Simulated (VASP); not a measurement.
# Hf (P6_3/mmc) in VASP: a series of runs

Hf is run at these levels: r2SCAN, LDA, PBEsol, PBE; tasks: electric field gradients.

Program: VASP 6.6.1. These are calculated values, not measurements. Logs are shortened: lines on timing, memory, paths and dates and some standing lists are left out, and cuts for length are marked.

### Step 1. The cell of the first run

Symmetry: P6_3/mmc, No. 194, hexagonal system. Conventional cell: a = 3.192 Å, b = 3.192 Å, c = 5.045 Å, α = 90.00°, β = 90.00°, γ = 120.00°. Within 4.1 Å of Hf (site symmetry -6m2) lie 12 Hf at 3.12 to 3.19 Å.

### Step 2. Electric field gradients, r2SCAN

File POSCAR:

```
Hf
1.0
    3.1923846315      0.0000000000      0.0000000000
   -1.5961923157      2.7646861895      0.0000000000
    0.0000000000      0.0000000000      5.0450416400
Hf
2
Direct
    0.3333333333      0.6666666667      0.2500000000
    0.6666666667      0.3333333333      0.7500000000
```

File INCAR.step1:

```
SYSTEM = Hf
ALGO = Normal ; EDIFF = 1E-4
ENCUT = 520 ; GGA = PE
ISMEAR = -1 ; LASPH = .TRUE.
LCHARG = .FALSE. ; LREAL = .FALSE.
LWAVE = .TRUE. ; NBANDS = 17
NELM = 80 ; PREC = Accurate
SIGMA = 0.05
```

File INCAR.step2:

```
SYSTEM = Hf
ALGO = Normal ; EDIFF = 1E-8
ENCUT = 520 ; ISIF = 2
ISMEAR = -1 ; ISTART = 1
LASPH = .TRUE. ; LCHARG = .FALSE.
LEFG = .TRUE. ; LMIXTAU = .TRUE.
LREAL = .FALSE. ; LWAVE = .FALSE.
METAGGA = R2SCAN ; NBANDS = 17
NELM = 80 ; PREC = Accurate
SIGMA = 0.05
```

File KPOINTS:

```
k-points
0
G
  12 12 7
  0 0 0
```

Potentials or basis: VASP PAW PBE potentials, release 64 (Hf_pv).

The run is started by

```
$ cat potpaw_PBE.64/Hf_pv/POTCAR > POTCAR
$ cp INCAR.step1 INCAR
$ mpirun -np 1 vasp_std > vasp.out
$ cp INCAR.step2 INCAR
$ mpirun -np 1 vasp_std > vasp.out
```

OUTCAR:

```text
SYSTEM = Hf
   EDIFF = 1E-8
   ENCUT = 520
   ISIF = 2
   ISMEAR = -1
   ISTART = 1
   LASPH = .TRUE.
   LREAL = .FALSE.
   METAGGA = R2SCAN
   NELM = 80
   PREC = Accurate

 ion  position               nearest neighbor table
   1  0.333  0.667  0.250-   2 3.12   2 3.12   2 3.12   2 3.12   2 3.12   2 3.12
   2  0.667  0.333  0.750-   1 3.12   1 3.12   1 3.12   1 3.12   1 3.12   1 3.12

  LATTYP: Found a hexagonal cell.
 ALAT       =     3.1923846315
 C/A-ratio  =     1.5803364013

  Lattice vectors:

 A1 = (   3.1923846315,   0.0000000000,   0.0000000000)
 A2 = (  -1.5961923157,   2.7646861895,   0.0000000000)
 A3 = (   0.0000000000,   0.0000000000,   5.0450416400)

Analysis of symmetry for initial positions (statically):
=====================================================================
 Subroutine PRICEL returns:
 Original cell was already a primitive cell.

 Routine SETGRP: Setting up the symmetry group for a
 hexagonal supercell.

 Subroutine GETGRP returns: Found 24 space group operations
 (whereof 12 operations were pure point group operations)
 out of a pool of 24 trial point group operations.

The static configuration has the point symmetry D_3d.
 The point group associated with its full space group is D_6h.

Analysis of symmetry for dynamics (positions and initial velocities):
=====================================================================
 Subroutine PRICEL returns:
 Original cell was already a primitive cell.

 Routine SETGRP: Setting up the symmetry group for a
 hexagonal supercell.

 Subroutine GETGRP returns: Found 24 space group operations
 (whereof 12 operations were pure point group operations)
 out of a pool of 24 trial point group operations.

The dynamic configuration has the point symmetry D_3d.
 The point group associated with its full space group is D_6h.

 Subroutine INISYM returns: Found 24 space group operations
 (whereof 12 operations are pure point group operations),
 and found     1 'primitive' translations

----------------------------------------------------------------------------------------

                                     Primitive cell

  volume of cell :      44.5272

  direct lattice vectors                    reciprocal lattice vectors
     3.192384631  0.000000000  0.000000000     0.313245462  0.180852352  0.000000000
    -1.596192316  2.764686189  0.000000000     0.000000000  0.361704704  0.000000000
     0.000000000  0.000000000  5.045041640     0.000000000  0.000000000  0.198214419

  length of vectors
     3.192384631  3.192384631  5.045041640     0.361704704  0.361704704  0.198214419

  position of ions in fractional coordinates (direct lattice)
     0.333333333  0.666666667  0.250000000
     0.666666667  0.333333333  0.750000000

  ion indices of the primitive-cell ions
   primitive index   ion index
                 1           1
                 2           2

----------------------------------------------------------------------------------------

 KPOINTS: k-points

Automatic generation of k-mesh.
 Grid dimensions read from file:
 generate k-points for:   12   12    7

 Generating k-lattice:

  Cartesian coordinates                     Fractional coordinates (reciprocal lattice)
     0.026103789  0.015071029  0.000000000     0.083333333  0.000000000  0.000000000
     0.000000000  0.030142059  0.000000000     0.000000000  0.083333333  0.000000000
     0.000000000  0.000000000  0.028316346     0.000000000  0.000000000  0.142857143

  Length of vectors
     0.030142059  0.030142059  0.028316346

  Shift w.r.t. Gamma in fractional coordinates (k-lattice)
     0.000000000  0.000000000  0.000000000

 Subroutine IBZKPT returns following result:
 ===========================================

 Found     76 irreducible k-points:

 Following reciprocal coordinates:
            Coordinates               Weight
  0.000000  0.000000  0.000000      1.000000
  0.083333  0.000000  0.000000      6.000000
  0.166667  0.000000  0.000000      6.000000
  0.250000  0.000000  0.000000      6.000000
  0.333333  0.000000  0.000000      6.000000
  0.416667  0.000000  0.000000      6.000000
[... 16 lines left out ...]
  0.250000  0.000000  0.142857     12.000000
  0.333333  0.000000  0.142857     12.000000
 [... further k-points ...]
   k-points           NKPTS =     76   k-points in BZ     NKDIM =     76   number of bands    NBANDS=     17
   number of dos      NEDOS =    301   number of ions     NIONS =      2
   total plane-waves  NPLWV =  23040
   dimension x,y,z NGX =    24 NGY =   24 NGZ =   40
   dimension x,y,z NGXF=    48 NGYF=   48 NGZF=   80
   ions per type =               2
   NGX,Y,Z   is equivalent  to a cutoff of  12.50, 12.50, 13.18 a.u.
   NGXF,Y,Z  is equivalent  to a cutoff of  25.00, 25.00, 26.36 a.u.
 SYSTEM =  Hf
   PREC   = accura    normal or accurate (medium, high low for compatibility)
   ISTART =      1    job   : 0-new  1-cont  2-samecut
   ICHARG =      0    charge: 1-file 2-atom 10-const
   ISPIN  =      1    spin polarized calculation?
   LNONCOLLINEAR =      F non collinear calculations
   LSORBIT =      F    spin-orbit coupling
   LASPH  =      T    aspherical Exc in radial PAW
   ENCUT  =  520.0 eV  38.22 Ry    6.18 a.u.   5.94  5.94  9.38*2*pi/ulx,y,z
   NELM   =     80;   NELMIN=  2; NELMDL=  0     # of ELM steps
   EDIFF  = 0.1E-07   stopping-criterion for ELM
   LREAL  =      F    real-space projection
   EDIFFG = 0.1E-06   stopping-criterion for IOM
   NSW    =      0    number of steps for IOM
   IBRION =     -1    ionic relax: 0-MD 1-quasi-New 2-CG
   NFREE  =      0    steps in history (QN), initial steepest desc. (CG)
   ISIF   =      2    stress and relaxation
   ISYM   =      2    0-nonsym 1-usesym 2-fastsym
   POTIM  = 0.5000    time-step for ionic-motion
   TEBEG  =    0.0;   TEEND  =   0.0 temperature during run
   PSTRESS=    0.0 pullay stress
   NELECT =      20.0000    total number of electrons
   NUPDOWN=      -1.0000    fix difference up-down
   EMIN   =  10.00;   EMAX   =-10.00  energy-range for DOS
   EFERMI =   0.00;   METHOD = LEGACY
   ISMEAR =    -1;   SIGMA  =   0.05  broadening in eV -4-tet -1-fermi 0-gaus
   EFERMI_NEDOS =   21; number of points for ismear=-14 and -15
   IALGO  =     38    algorithm
   IMIX   =      4    mixing-type and parameters
     AMIX     =   0.40;   BMIX     =  1.00
     AMIX_MAG =   1.60;   BMIX_MAG =  1.00
  volume/ion in A,a.u.               =      22.26       150.24
  Fermi-wavevector in a.u.,A,eV,Ry     =   1.253746  2.369236 21.386713  1.571879
  Thomas-Fermi vector in A             =   2.387584
   LORBIT       =      0    0 simple, 1 ext, 2 COOP (PROOUT), +10 PAW based schemes
   METAGGA = R2SCAN    functional components
   LHFCALC =     F    Hartree Fock is set to
   AEXX    =    0.0000 exact exchange contribution
   IVDW    =     0    specifies the selected vdW correction
   LEPSILON=     F    determine dielectric tensor
   LRPA    =     F    only Hartree local field effects (RPA)
 non-spin polarized calculation
  energy-cutoff  :      520.00
  volume of cell :       44.53
 maximum number of plane-waves:      1220
 NGX is ok and might be reduce to    24
   NGX = 11   NGY = 11   NGZ = 19

 number of electron      20.0000003 magnetization

 Free energy of the ion-electron system (eV)
  ---------------------------------------------------
  ext. energy  EPLUGINS =         0.00000000
  ---------------------------------------------------
  free energy    TOTEN  =       -90.30882533 eV

  energy without entropy =      -90.29874542  energy(sigma->0) =      -90.30378537

 E-fermi :   4.8670     XC(G=0): -12.1780

 val. band max:        4.8346062841   @ k =   0.0000   0.0000   0.4286
 cond. band min:       4.8758811875   @ k =   0.2500   0.2500   0.4286
 fundamental gap:      0.0412749035
 Fermi energy:         4.8669589027

 k-point     1 :       0.0000    0.0000    0.0000
  band No.  band energies     occupation
      1     -27.3796      2.00000
      2     -26.6010      2.00000
      3     -26.6010      2.00000
      4     -26.4695      2.00000
      5     -26.4695      2.00000
      6     -26.4693      2.00000
[... 9 lines left out ...]
     16       7.7955      0.00000
     17      10.5489      0.00000

 k-point     2 :       0.0833    0.0000    0.0000
  band No.  band energies     occupation
      1     -27.3606      2.00000
      2     -26.6411      2.00000
      3     -26.6145      2.00000
      4     -26.5118      2.00000
      5     -26.4778      2.00000
      6     -26.4747      2.00000
[... 9 lines left out ...]
     16       7.5840      0.00000
     17      10.7181      0.00000

 k-point     3 :       0.1667    0.0000    0.0000
  band No.  band energies     occupation
      1     -27.3062      2.00000
      2     -26.7508      2.00000
      3     -26.6500      2.00000
      4     -26.6241      2.00000
      5     -26.5037      2.00000
      6     -26.4900      2.00000
[... 9 lines left out ...]
     16       7.8378      0.00000
     17      11.0640      0.00000

 k-point     4 :       0.2500    0.0000    0.0000
  band No.  band energies     occupation
      1     -27.2240      2.00000
      2     -26.9010      2.00000
      3     -26.7706      2.00000
      4     -26.6963      2.00000
      5     -26.5468      2.00000
      6     -26.5126      2.00000
[... 9 lines left out ...]
     16       8.7234      0.00000
     17      11.3794      0.00000
[... 343 lines left out ...]
      1     -27.2748      2.00000
      2     -26.7396      2.00000
      3     -26.6605      2.00000
      4     -26.6421      2.00000
      5     -26.5139      2.00000
      6     -26.4980      2.00000
[... 9 lines left out ...]
     16       7.9617      0.00000
     17      11.0411      0.00000

 k-point    23 :       0.2500    0.0000    0.1429
  band No.  band energies     occupation
      1     -27.2116      2.00000
      2     -26.8801      2.00000
      3     -26.8016      2.00000
      4     -26.6874      2.00000
      5     -26.5508      2.00000
      6     -26.5219      2.00000
[... 9 lines left out ...]
     16       8.6565      0.00000
     17      11.2760      0.00000

 k-point    24 :       0.3333    0.0000    0.1429
  band No.  band energies     occupation
      1     -27.1710      2.00000
      2     -26.9938      2.00000
      3     -26.9278      2.00000
      4     -26.7310      2.00000
      5     -26.5995      2.00000
      6     -26.5468      2.00000
[... 9 lines left out ...]
     16       9.6711      0.00000
     17      11.4321      0.00000

 [... further k-points ...]
[... 5 lines left out ...]
  --------------------------------------------------------------------------------------
  -------------------------------------------------------------------------------------
  Total       -0.0073307     -0.0073307     -0.0695670     -0.0000000      0.0000000     -0.0000000
  in kB       -0.2637715     -0.2637715     -2.5031565     -0.0000000      0.0000000     -0.0000000
  external PRESSURE =      -1.0102332 kB  Pullay stress =       0.0000000 kB

 VOLUME and BASIS-vectors are now :
 -----------------------------------------------------------------------------
  energy-cutoff  :      520.00
  volume of cell :       44.53
      direct lattice vectors                 reciprocal lattice vectors
     3.192384631  0.000000000  0.000000000     0.313245462  0.180852352  0.000000000
    -1.596192316  2.764686189  0.000000000     0.000000000  0.361704704  0.000000000
     0.000000000  0.000000000  5.045041640     0.000000000  0.000000000  0.198214419

 POSITION                                       TOTAL-FORCE (eV/Angst)
 -----------------------------------------------------------------------------------
     -0.00000      1.84312      1.26126        -0.000000      0.000000      0.000000
      1.59619      0.92156      3.78378         0.000000     -0.000000      0.000000
 -----------------------------------------------------------------------------------
    total drift:                                0.000000     -0.000000      0.000000

  FREE ENERGIE OF THE ION-ELECTRON SYSTEM (eV)
  ---------------------------------------------------
  free  energy   TOTEN  =       -90.3088253263 eV

  energy  without entropy=      -90.2987454188  energy(sigma->0) =      -90.30378537

 Electric field gradients (V/A^2)
---------------------------------------------------------------------
 ion       V_xx      V_yy      V_zz      V_xy      V_xz      V_yz
---------------------------------------------------------------------
   1     -38.911   -38.911    77.822     0.000    -0.000     0.000
   2     -38.911   -38.911    77.822     0.000     0.000    -0.000
---------------------------------------------------------------------

 Electric field gradients after diagonalization (V/A^2)
 (convention: |V_zz| > |V_xx| > |V_yy|)
----------------------------------------------------------------------
 ion       V_xx      V_yy      V_zz     asymmetry (V_yy - V_xx)/ V_zz
----------------------------------------------------------------------
   1     -38.912   -38.911    77.822       0.000
   2     -38.912   -38.911    77.822       0.000
----------------------------------------------------------------------

           NMR quadrupolar parameters

 Cq : quadrupolar parameter    Cq=e*Q*V_zz/h
 eta: asymmetry parameters     (V_yy - V_xx)/ V_zz
 Q  : nuclear electric quadrupole moment in mb (millibarn)
----------------------------------------------------------------------
 ion       Cq(MHz)       eta       Q (mb)
----------------------------------------------------------------------
   1       0.188       0.000       1.000
   2       0.188       0.000       1.000
----------------------------------------------------------------------
```

Wall time 2.2 min (1 thread of Intel Xeon 6975P-C, shared host); peak memory 0.2 GiB.

Results:

```
Free energy            : -90.3088 eV
Pressure               : -0.1 GPa
Band gap on the k mesh : zero (band 10 reaches 6.20 eV, above the bottom of band 11 at 4.42 eV)
```

Stress tensor (GPa, compression positive):
```
-0.03  0.00  0.00
 0.00 -0.03  0.00
 0.00  0.00 -0.25
```

Electric field gradients, principal values (V/Å²):
| atom | least | middle | greatest (by size) |
| --- | --- | --- | --- |
| 1 Hf | -38.911 | -38.912 | 77.822 |
| 2 Hf | -38.911 | -38.912 | 77.822 |

Caveat: without QUAD_EFG the Cq values of the log hold for a quadrupole moment of 1 mb, not for the nuclei; the PAW data sets were made with another functional, which shifts forces and pressure a little; spin-orbit coupling is left out, which moves the levels of the heavy elements.

### Step 3. Electric field gradients, r2SCAN (volume scaled by 1.02)

File POSCAR:

```
Hf
1.0
    3.2135268677      0.0000000000      0.0000000000
   -1.6067634338      2.7829959032      0.0000000000
    0.0000000000      0.0000000000      5.0784534855
Hf
2
Direct
    0.3333333333      0.6666666667      0.2500000000
    0.6666666667      0.3333333333      0.7500000000
```

File INCAR.step1:

```
SYSTEM = Hf
PREC = Accurate ; ENCUT = 520
ISMEAR = -1 ; SIGMA = 0.05
LREAL = .FALSE. ; LASPH = .TRUE.
NELM = 60 ; NBANDS = 17
GGA = PE ; ALGO = Normal
EDIFF = 1E-4 ; LWAVE = .TRUE.
LCHARG = .FALSE.
```

File INCAR.step2:

```
SYSTEM = Hf
PREC = Accurate ; ENCUT = 520
EDIFF = 1E-8 ; ISMEAR = -1
SIGMA = 0.05 ; LREAL = .FALSE.
LASPH = .TRUE. ; NELM = 60
ALGO = Normal ; ISIF = 2
LWAVE = .FALSE. ; LCHARG = .FALSE.
METAGGA = R2SCAN ; LMIXTAU = .TRUE.
LEFG = .TRUE. ; NBANDS = 17
ISTART = 1
```

File KPOINTS:

```
Automatic mesh
0
G
  12 12 7
  0 0 0
```

Potentials or basis: VASP PAW PBE potentials, release 64 (Hf_pv).

The run is started by

```
$ cat potpaw_PBE.64/Hf_pv/POTCAR > POTCAR
$ cp INCAR.step1 INCAR
$ mpirun -np 1 vasp_std > vasp.out
$ cp INCAR.step2 INCAR
$ mpirun -np 1 vasp_std > vasp.out
```

OUTCAR:

```text
SYSTEM = Hf
   PREC = Accurate
   ENCUT = 520
   EDIFF = 1E-8
   ISMEAR = -1
   LREAL = .FALSE.
   LASPH = .TRUE.
   NELM = 60
   ISIF = 2
   METAGGA = R2SCAN
   ISTART = 1

 ion  position               nearest neighbor table
   1  0.333  0.667  0.250-   2 3.14   2 3.14   2 3.14   2 3.14   2 3.14   2 3.14
   2  0.667  0.333  0.750-   1 3.14   1 3.14   1 3.14   1 3.14   1 3.14   1 3.14

  LATTYP: Found a hexagonal cell.
 ALAT       =     3.2135268677
 C/A-ratio  =     1.5803364013

  Lattice vectors:

 A1 = (   3.2135268677,   0.0000000000,   0.0000000000)
 A2 = (  -1.6067634338,   2.7829959032,   0.0000000000)
 A3 = (   0.0000000000,   0.0000000000,   5.0784534855)

Analysis of symmetry for initial positions (statically):
=====================================================================
 Subroutine PRICEL returns:
 Original cell was already a primitive cell.

 Routine SETGRP: Setting up the symmetry group for a
[... 672 lines left out ...]
  volume of cell :       45.42
      direct lattice vectors                 reciprocal lattice vectors
     3.213526868  0.000000000  0.000000000     0.311184577  0.179662499  0.000000000
    -1.606763434  2.782995903  0.000000000     0.000000000  0.359324999  0.000000000
     0.000000000  0.000000000  5.078453485     0.000000000  0.000000000  0.196910340

 POSITION                                       TOTAL-FORCE (eV/Angst)
 -----------------------------------------------------------------------------------
     -0.00000      1.85533      1.26961         0.000000     -0.000000      0.000000
      1.60676      0.92767      3.80884        -0.000000      0.000000      0.000000
 -----------------------------------------------------------------------------------
    total drift:                               -0.000000      0.000000     -0.000000

  FREE ENERGIE OF THE ION-ELECTRON SYSTEM (eV)
  ---------------------------------------------------
  free  energy   TOTEN  =       -90.3022335713 eV

  energy  without entropy=      -90.2922367171  energy(sigma->0) =      -90.29723514

 Electric field gradients (V/A^2)
---------------------------------------------------------------------
 ion       V_xx      V_yy      V_zz      V_xy      V_xz      V_yz
---------------------------------------------------------------------
   1     -36.229   -36.229    72.458     0.001     0.000    -0.000
   2     -36.229   -36.229    72.458     0.001    -0.000     0.000
---------------------------------------------------------------------

 Electric field gradients after diagonalization (V/A^2)
 (convention: |V_zz| > |V_xx| > |V_yy|)
----------------------------------------------------------------------
 ion       V_xx      V_yy      V_zz     asymmetry (V_yy - V_xx)/ V_zz
----------------------------------------------------------------------
   1     -36.229   -36.228    72.458       0.000
   2     -36.229   -36.228    72.458       0.000
----------------------------------------------------------------------

           NMR quadrupolar parameters

 Cq : quadrupolar parameter    Cq=e*Q*V_zz/h
 eta: asymmetry parameters     (V_yy - V_xx)/ V_zz
 Q  : nuclear electric quadrupole moment in mb (millibarn)
----------------------------------------------------------------------
 ion       Cq(MHz)       eta       Q (mb)
----------------------------------------------------------------------
   1       0.175       0.000       1.000
   2       0.175       0.000       1.000
----------------------------------------------------------------------
```

Run time: 2.3 min. Hardware: 1 thread of Intel Xeon 6975P-C, shared host; peak memory 0.2 GiB.

Results:

```
Free energy            : -90.3022 eV
Pressure               : -2.3 GPa
Band gap on the k mesh : zero (band 10 reaches 6.05 eV, above the bottom of band 11 at 4.27 eV)
```

Electric field gradients, principal values (V/Å²):
```csv
atom,least,middle,greatest (by size)
1 Hf,-36.228,-36.229,72.458
2 Hf,-36.228,-36.229,72.458
```

Caveat: without QUAD_EFG the Cq values of the log hold for a quadrupole moment of 1 mb, not for the nuclei; the PAW data sets were made with another functional, which shifts forces and pressure a little; spin-orbit coupling is left out, which moves the levels of the heavy elements.

(Part 1 of 3 ends here.)
